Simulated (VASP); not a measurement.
Rb, 1 atom in the cell. Symmetry: Pm-3m, No. 221, cubic system. Conventional cell: a = 4.454 Å, b = 4.454 Å, c = 4.454 Å, α = 90.00°, β = 90.00°, γ = 90.00°. Rb (site symmetry m-3m) has 6 Rb at 4.45 Å within 5.8 Å.  This cell differs from its parent crystal: ratio of the length along [111] to the lengths across it x 2.0, volume and fractional coordinates fixed.

- Program: VASP 6.6.1
- Task: single point
- Functional: PBEsol
- Potentials or basis: VASP PAW PBE potentials, release 64 (Rb_sv)
- Cutoff: 520 eV
- k mesh: 14 × 14 × 14
- Occupations: gaussian, width 0.15 eV
- Spin: no spin polarisation
- Dipole correction: no
- Further INCAR settings: ALGO = Fast; EDIFF = 1e-07; NBANDS = 10

Potentials or basis: VASP PAW PBE potentials, release 64 (Rb_sv).

Command:

```sh
$ cat potpaw_PBE.64/Rb_sv/POTCAR > POTCAR
$ mpirun -np 1 vasp_std > vasp.out
```

Hardware: 1 thread of Intel(R) Xeon(R) Platinum 8375C CPU @ 2.90GHz (Ice Lake), on a shared host.

Task: How long does it take, and how much memory?

Result: Run time: 73 s on 1 thread of Intel(R) Xeon(R) Platinum 8375C CPU @ 2.90GHz (Ice Lake), with other jobs on the host, peak memory 0.26 GiB. Counts: scf iterations 15, k points 120.
